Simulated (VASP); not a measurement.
Sr: relaxation of cell and atoms with LDA

The system is Sr.

```xyz
2
Lattice="0.0000 4.1850 4.1850 4.1850 0.0000 4.1850 4.1850 4.1850 0.0000" Properties=species:S:1:pos:R:3 pbc="T T T"
Sr    8.3700    8.3700    8.3700
Sr    2.0925    2.0925    2.0925
```

This isn't the form of Sr at room conditions, which is fcc.

```json
{"Program": "VASP 6.6.1", "Task": "relaxation of cell and atoms", "Functional": "LDA", "Potentials or basis": "VASP PAW LDA potentials, release 64 (Sr_sv)", "Cutoff": "500 eV", "k mesh": "9 × 9 × 9", "Occupations": "methfessel-paxton, width 0.05 eV", "Spin": "no spin polarisation", "Dipole correction": "no", "Further INCAR settings": "ALGO = Normal; EDIFF = 1e-07; IBRION = 2; EDIFFG = -0.03; NSW = 80; ISIF = 3"}
```

* Relaxed volume: 99.34 Å³/atom
* Relaxed cell: a = 6.550 Å, b = 6.550 Å, c = 6.550 Å, α = 60.00°, β = 60.00°, γ = 60.00°
* Space group after relaxing (to 0.1 Å): Fd-3m (No. 227)
* Energy gained by relaxing: 67.0 meV/atom
* Ionic steps: 5
* Pressure after relaxing: 0.0 GPa
* Band gap on the k mesh: zero (bands 10 and 11 overlap by 0.75 eV)

Step by step:
```
step  energy change (eV)  largest force (eV/Å)  pressure (GPa)  volume (Å³)
   1              0.0000                0.0000            0.82       146.59
   2             -0.0381                0.0000            0.71       154.66
   3             -0.1198                0.0000            0.27       180.62
   4             -0.0626                0.0000           -0.44       240.94
   5             -0.1339                0.0000           -0.02       198.68
```

Final structure:
```yaml
crystal:
  lattice:
    - [0.00000, 4.63134, 4.63134]
    - [4.63134, 0.00000, 4.63134]
    - [4.63134, 4.63134, 0.00000]
  atoms:
    - { symbol: Sr, position: [0.00000, 0.00000, 0.00000] }
    - { symbol: Sr, position: [0.25000, 0.25000, 0.25000] }
```

Levels at points of the mesh, in eV from the Fermi level:
```
           k point  band 8  band 9  band 10  band 11  band 12  band 13
(0.00, 0.00, 0.00)  -19.38   -2.82     0.64     0.64     0.64     0.79
```

Run time: 5 min on 1 thread of Intel(R) Xeon(R) Platinum 8488C (Sapphire Rapids) (shared host), peak memory 0.29 GiB.

Caveat: the volume moved by over 15 % at a fixed basis, so the end points are rough.
